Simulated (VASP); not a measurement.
# MgO (P-6m2) in VASP: notebook, part 2 of 2

VASP 6.6.1.

### 4 Single point, PBE (strain -0.030 along x and y, -0.030 along z)

Contents of INCAR:

```
SYSTEM = MgO
  PREC = Accurate
  ENCUT = 520
  EDIFF = 1E-6
  ISMEAR = 0
  SIGMA = 0.05
  LREAL = .FALSE.
  LASPH = .TRUE.
  NELM = 60
  ALGO = Normal
  ISIF = 2
  LWAVE = .FALSE.
  LCHARG = .FALSE.
  GGA = PE
  NBANDS = 11
```

Contents of KPOINTS:

```
regular mesh
0
G
  9 9 8
  0 0 0
```

Contents of POSCAR:

```
MgO
1.0
    2.8498802763      0.0000000000      0.0000000000
   -1.4249401382      2.4680687170      0.0000000000
    0.0000000000      0.0000000000      2.5992896000
Mg O
1 1
Direct
    0.0000000000      0.0000000000      0.0000000000
    0.3333333333      0.6666666667      0.5000000000
```

Potentials or basis: VASP PAW PBE potentials, release 64 (Mg, O).

Started as:

```sh
$ cat potpaw_PBE.64/Mg/POTCAR potpaw_PBE.64/O/POTCAR > POTCAR
$ mpirun -np 1 vasp_std > vasp.out
```

OUTCAR:

```text
SYSTEM = MgO
   PREC = Accurate
   ENCUT = 520
   EDIFF = 1E-6
   ISMEAR = 0
   LREAL = .FALSE.
   LASPH = .TRUE.
   NELM = 60
   ISIF = 2
   GGA = PE

 ion  position               nearest neighbor table
   1  0.000  0.000  0.000-   2 2.10   2 2.10   2 2.10   2 2.10   2 2.10   2 2.10
   2  0.333  0.667  0.500-   1 2.10   1 2.10   1 2.10   1 2.10   1 2.10   1 2.10

  LATTYP: Found a hexagonal cell.
 ALAT       =     2.8498802763
 C/A-ratio  =     0.9120697531

  Lattice vectors:

 A1 = (   2.8498802763,   0.0000000000,   0.0000000000)
 A2 = (  -1.4249401382,   2.4680687170,   0.0000000000)
 A3 = (   0.0000000000,   0.0000000000,   2.5992896000)

Analysis of symmetry for initial positions (statically):
=====================================================================
 Subroutine PRICEL returns:
 Original cell was already a primitive cell.

 Routine SETGRP: Setting up the symmetry group for a
 hexagonal supercell.

 Subroutine GETGRP returns: Found 12 space group operations
 (whereof 12 operations were pure point group operations)
 out of a pool of 24 trial point group operations.

The static configuration has the point symmetry D_3h.
[... 172 lines left out ...]
      2       3.3554      2.00000
      3       3.3554      2.00000
      4       3.6090      2.00000
      5       7.7476      0.00000
      6      16.2009      0.00000
      7      20.3719      0.00000
      8      20.3719      0.00000
      9      24.9128      0.00000
     10      26.3944      0.00000
     11      27.9481      0.00000
[... 309 lines left out ...]
 k-point    24 :       0.3333    0.3333    0.1250
  band No.  band energies     occupation
      1     -12.4005      2.00000
      2       0.1252      2.00000
      3       0.2075      2.00000
      4       3.3452      2.00000
      5      12.7406      0.00000
      6      16.4543      0.00000
      7      17.4502      0.00000
      8      22.1965      0.00000
      9      22.4443      0.00000
     10      26.4369      0.00000
     11      29.5130      0.00000

 [... further k-points ...]

------------------------ aborting loop because EDIFF is reached ----------------------------------------

  FORCE on cell =-STRESS in cart. coord.  units (eV):
  Direction    XX          YY          ZZ          XY          YZ          ZX
  --------------------------------------------------------------------------------------
  -------------------------------------------------------------------------------------
  Total        1.5205816      1.5205816      1.9396282     -0.0000000     -0.0000000      0.0000000
  in kB      133.2544670    133.2544670    169.9771497     -0.0000000     -0.0000000      0.0000000
  external PRESSURE =     145.4953612 kB  Pullay stress =       0.0000000 kB

 VOLUME and BASIS-vectors are now :
 -----------------------------------------------------------------------------
  energy-cutoff  :      520.00
  volume of cell :       18.28
      direct lattice vectors                 reciprocal lattice vectors
     2.849880276  0.000000000  0.000000000     0.350891933  0.202587552  0.000000000
    -1.424940138  2.468068717  0.000000000     0.000000000  0.405175104  0.000000000
     0.000000000  0.000000000  2.599289600     0.000000000  0.000000000  0.384720502

 POSITION                                       TOTAL-FORCE (eV/Angst)
 -----------------------------------------------------------------------------------
      0.00000      0.00000      0.00000        -0.000000      0.000000      0.000000
     -0.00000      1.64538      1.29964         0.000000      0.000000      0.000000
 -----------------------------------------------------------------------------------
    total drift:                                0.000000     -0.000000     -0.000000

  FREE ENERGIE OF THE ION-ELECTRON SYSTEM (eV)
  ---------------------------------------------------
  free  energy   TOTEN  =       -11.1587434430 eV

  energy  without entropy=      -11.1587434430  energy(sigma->0) =      -11.15874344
```

OSZICAR:

```text
N       E                     dE             d eps       ncg     rms          rms(c)
DAV:   1     0.154060983521E+02    0.15406E+02   -0.46581E+03  1520   0.648E+02
DAV:   2    -0.122930070997E+02   -0.27699E+02   -0.27173E+02  1523   0.141E+02
DAV:   3    -0.129379567074E+02   -0.64495E+00   -0.64429E+00  1595   0.179E+01
DAV:   4    -0.129396037804E+02   -0.16471E-02   -0.16470E-02  1431   0.104E+00
DAV:   5    -0.129396090271E+02   -0.52468E-05   -0.52468E-05  1577   0.571E-02    0.747E+00
DAV:   6    -0.112021782300E+02    0.17374E+01   -0.91201E+00  1335   0.168E+01    0.224E+00
DAV:   7    -0.111743963704E+02    0.27782E-01   -0.58550E-02  1482   0.220E+00    0.138E+00
DAV:   8    -0.111589915638E+02    0.15405E-01   -0.29068E-02  1368   0.189E+00    0.229E-01
DAV:   9    -0.111587493996E+02    0.24216E-03   -0.28236E-04  1577   0.120E-01    0.159E-01
DAV:  10    -0.111587416873E+02    0.77123E-05   -0.56259E-04  1383   0.178E-01    0.826E-03
DAV:  11    -0.111587429584E+02   -0.12711E-05   -0.76193E-06  1524   0.208E-02    0.456E-03
DAV:  12    -0.111587434430E+02   -0.48462E-06   -0.55173E-07  1395   0.611E-03
   1 F= -.11158743E+02 E0= -.11158743E+02  d E =-.684546E-20
```

Wall time 28 s (1 thread of AMD EPYC 7R13, shared host); peak memory 0.11 GiB.

What came out:

```yaml
Free_energy: -11.1587 eV
Pressure: 14.5 GPa
Band_gap_on_the_k_mesh: 3.72 eV, indirect (least direct gap 4.14 eV)
```

Caveat: the cell differs from its parent crystal (strain -0.030 along x and y, -0.030 along z). A k mesh can miss the band edges.

### 5 Single point, PBE (strain -0.030 along x and y, +0.000 along z)

Contents of INCAR:

```
SYSTEM = MgO
PREC     = Accurate       ! precision mode
ENCUT    = 520            ! plane-wave cutoff, eV
EDIFF    = 1E-6           ! SCF threshold, eV
ISMEAR   = 0              ! smearing method
SIGMA    = 0.05           ! smearing width, eV
LREAL    = .False.        ! projectors in reciprocal space
LASPH    = .True.         ! aspherical terms in the spheres
NELM     = 100            ! most SCF steps
ALGO     = Normal         ! electronic algorithm
ISIF     = 2              ! what is computed and relaxed
LWAVE    = .False.        ! write WAVECAR
LCHARG   = .False.        ! write CHGCAR
GGA      = PE             ! functional
NBANDS   = 11             ! bands
```

Contents of KPOINTS:

```
Automatic mesh
0
Gamma
  9 9 8
  0 0 0
```

POSCAR: that of step 4 with these lines changed.

```diff
@@ -4,3 +4,3 @@
    -1.4249401382      2.4680687170      0.0000000000
-    0.0000000000      0.0000000000      2.5992896000
+    0.0000000000      0.0000000000      2.6796800000
 Mg O
```

Potentials or basis: VASP PAW PBE potentials, release 64 (Mg, O).

Started as:

```sh
$ cat potpaw_PBE.64/Mg/POTCAR potpaw_PBE.64/O/POTCAR > POTCAR
$ mpirun -np 1 vasp_std > vasp.out
```

OUTCAR:

```text
SYSTEM = MgO
   PREC = Accurate
   ENCUT = 520
   EDIFF = 1E-6
   ISMEAR = 0
   LREAL = .False.
   LASPH = .True.
   NELM = 100
   ISIF = 2
   GGA = PE

 ion  position               nearest neighbor table
   1  0.000  0.000  0.000-   2 2.12   2 2.12   2 2.12   2 2.12   2 2.12   2 2.12
   2  0.333  0.667  0.500-   1 2.12   1 2.12   1 2.12   1 2.12   1 2.12   1 2.12

  LATTYP: Found a hexagonal cell.
 ALAT       =     2.8498802763
 C/A-ratio  =     0.9402780960

  Lattice vectors:

 A1 = (   2.8498802763,   0.0000000000,   0.0000000000)
 A2 = (  -1.4249401382,   2.4680687170,   0.0000000000)
 A3 = (   0.0000000000,   0.0000000000,   2.6796800000)

Analysis of symmetry for initial positions (statically):
=====================================================================
 Subroutine PRICEL returns:
 Original cell was already a primitive cell.

 Routine SETGRP: Setting up the symmetry group for a
 hexagonal supercell.

 Subroutine GETGRP returns: Found 12 space group operations
 (whereof 12 operations were pure point group operations)
 out of a pool of 24 trial point group operations.

The static configuration has the point symmetry D_3h.

Analysis of symmetry for dynamics (positions and initial velocities):
=====================================================================
 Subroutine PRICEL returns:
 Original cell was already a primitive cell.

 Routine SETGRP: Setting up the symmetry group for a
 hexagonal supercell.

 Subroutine GETGRP returns: Found 12 space group operations
 (whereof 12 operations were pure point group operations)
 out of a pool of 24 trial point group operations.

The dynamic configuration has the point symmetry D_3h.

 Subroutine INISYM returns: Found 12 space group operations
 (whereof 12 operations are pure point group operations),
 and found     1 'primitive' translations

----------------------------------------------------------------------------------------
[... 120 lines left out ...]
   AEXX    =    0.0000 exact exchange contribution
   IVDW    =     0    specifies the selected vdW correction
   LEPSILON=     F    determine dielectric tensor
   LRPA    =     F    only Hartree local field effects (RPA)
 non-spin polarized calculation
 Gauss-broadening in eV      SIGMA  =   0.05
  energy-cutoff  :      520.00
  volume of cell :       18.85
 maximum number of plane-waves:       525
 NGX is ok and might be reduce to    24
   NGX = 11   NGY = 11   NGZ =  9

 number of electron       7.9999995 magnetization

 Free energy of the ion-electron system (eV)
  ---------------------------------------------------
  ext. energy  EPLUGINS =         0.00000000
  ---------------------------------------------------
  free energy    TOTEN  =       -11.18472447 eV

  energy without entropy =      -11.18472447  energy(sigma->0) =      -11.18472447

 E-fermi :   4.1134     XC(G=0): -11.0250

 val. band max:        3.7843343765   @ k =   0.0000   0.0000   0.5000
 cond. band min:       7.1661422204   @ k =   0.0000   0.0000   0.0000
 fundamental gap:      3.3818078438
 Fermi energy:         4.1134090319

 k-point     1 :       0.0000    0.0000    0.0000
  band No.  band energies     occupation
      1     -13.9585      2.00000
      2       3.0862      2.00000
      3       3.3090      2.00000
      4       3.3090      2.00000
      5       7.1661      0.00000
      6      15.7156      0.00000
      7      20.3016      0.00000
      8      20.3016      0.00000
      9      24.5628      0.00000
     10      25.0077      0.00000
     11      27.1747      0.00000
[... 309 lines left out ...]
 k-point    24 :       0.3333    0.3333    0.1250
  band No.  band energies     occupation
      1     -12.4822      2.00000
      2       0.0815      2.00000
      3       0.1476      2.00000
      4       2.9450      2.00000
      5      12.2890      0.00000
      6      16.0863      0.00000
      7      16.3802      0.00000
      8      21.4669      0.00000
      9      21.6009      0.00000
     10      26.2722      0.00000
     11      28.2587      0.00000

 [... further k-points ...]

------------------------ aborting loop because EDIFF is reached ----------------------------------------

  FORCE on cell =-STRESS in cart. coord.  units (eV):
  Direction    XX          YY          ZZ          XY          YZ          ZX
  --------------------------------------------------------------------------------------
  -------------------------------------------------------------------------------------
  Total        1.5666409      1.5666409     -0.2537216     -0.0000000      0.0000000      0.0000000
  in kB      133.1720996    133.1720996    -21.5675745     -0.0000000      0.0000000      0.0000000
  external PRESSURE =      81.5922082 kB  Pullay stress =       0.0000000 kB

 VOLUME and BASIS-vectors are now :
 -----------------------------------------------------------------------------
  energy-cutoff  :      520.00
  volume of cell :       18.85
      direct lattice vectors                 reciprocal lattice vectors
     2.849880276  0.000000000  0.000000000     0.350891933  0.202587552  0.000000000
    -1.424940138  2.468068717  0.000000000     0.000000000  0.405175104  0.000000000
     0.000000000  0.000000000  2.679680000     0.000000000  0.000000000  0.373178887

 POSITION                                       TOTAL-FORCE (eV/Angst)
 -----------------------------------------------------------------------------------
      0.00000      0.00000      0.00000         0.000000      0.000000      0.000000
     -0.00000      1.64538      1.33984        -0.000000      0.000000      0.000000
 -----------------------------------------------------------------------------------
    total drift:                                0.000000     -0.000000     -0.000000

  FREE ENERGIE OF THE ION-ELECTRON SYSTEM (eV)
  ---------------------------------------------------
  free  energy   TOTEN  =       -11.1847244677 eV

  energy  without entropy=      -11.1847244677  energy(sigma->0) =      -11.18472447
```

Wall time 25 s (1 thread of AMD EPYC 7R13, shared host); peak memory 0.11 GiB.

What came out:

| Property | Result |
| --- | --- |
| Free energy | -11.1847 eV |
| Pressure | 8.2 GPa |
| Band gap on the k mesh | 3.38 eV, indirect (least direct gap 3.86 eV) |

Caveat: the cell differs from its parent crystal (strain -0.030 along x and y, +0.000 along z). A k mesh can miss the band edges.

### 6 Single point, PBE (strain -0.030 along x and y, -0.015 along z)

Contents of INCAR:

```
PREC     = Accurate       # precision mode
ENCUT    = 520            # plane-wave cutoff, eV
EDIFF    = 1E-6           # SCF threshold, eV
ISMEAR   = 0              # smearing method
SIGMA    = 0.05           # smearing width, eV
LREAL    = False          # projectors in reciprocal space
LASPH    = True           # aspherical terms in the spheres
NELM     = 80             # most SCF steps
ALGO     = Normal         # electronic algorithm
ISIF     = 2              # what is computed and relaxed
LWAVE    = False          # write WAVECAR
LCHARG   = True           # write CHGCAR
GGA      = PE             # functional
LELF     = True           # ELF
LVHAR    = True         
NBANDS   = 11             # bands
```

Contents of KPOINTS:

```
Automatic mesh
0
Gamma
  9 9 8
```

POSCAR: that of step 5 with these lines changed.

```diff
@@ -4,3 +4,3 @@
    -1.4249401382      2.4680687170      0.0000000000
-    0.0000000000      0.0000000000      2.6796800000
+    0.0000000000      0.0000000000      2.6394848000
 Mg O
```

Potentials or basis: VASP PAW PBE potentials, release 64 (Mg, O).

Started as:

```sh
$ cat potpaw_PBE.64/Mg/POTCAR potpaw_PBE.64/O/POTCAR > POTCAR
$ mpirun -np 1 vasp_std > vasp.out
```

Wall time 28 s (1 thread of AMD EPYC 7R13, shared host); peak memory 0.11 GiB.

It converged, with:

```yaml
Free_energy: -11.1802 eV
Pressure: 11.2 GPa
Band_gap_on_the_k_mesh: 3.61 eV, indirect (least direct gap 4.12 eV)
```

Stress tensor (GPa, compression positive):
```
13.28  0.00  0.00
 0.00 13.28  0.00
 0.00  0.00  7.05
```

Levels at points of the mesh, in eV from the valence-band top:
```csv
k point,band 1,band 2,band 3,band 4,band 5,band 6,band 7,band 8
"(0.00, 0.00, 0.00)",-17.78,-0.52,-0.52,-0.51,3.61,12.10,16.49,16.49
"(0.00, 0.00, 0.50)",-16.59,-5.71,0.00,0.00,9.12,9.59,18.22,18.22
```

Caveat: the cell differs from its parent crystal (strain -0.030 along x and y, -0.015 along z). A k mesh can miss the band edges.

### 7 Overview

| cell | gap on the mesh (eV) | pressure (GPa) |
| --- | --- | --- |
| a = 3.026, b = 3.026, c = 2.760 Å, angles 90.0, 90.0, 120.0°, 2 atoms | 2.37 | -10.8 |
| a = 3.026, b = 3.026, c = 2.720 Å, angles 90.0, 90.0, 120.0°, 2 atoms | 2.39 | -9.1 |
| a = 2.850, b = 2.850, c = 2.599 Å, angles 90.0, 90.0, 120.0°, 2 atoms | 3.72 | 14.5 |
| a = 2.850, b = 2.850, c = 2.680 Å, angles 90.0, 90.0, 120.0°, 2 atoms | 3.38 | 8.2 |
| a = 2.850, b = 2.850, c = 2.639 Å, angles 90.0, 90.0, 120.0°, 2 atoms | 3.61 | 11.2 |

Alike in all rows: task single point; level PBE; potentials or basis VASP PAW PBE potentials, release 64 (Mg, O); no spin polarisation; k mesh 9 × 9 × 8; cutoff (eV) 520; smearing gaussian 0.05 eV.

Absolute energies hang on the potentials; compare differences alone.
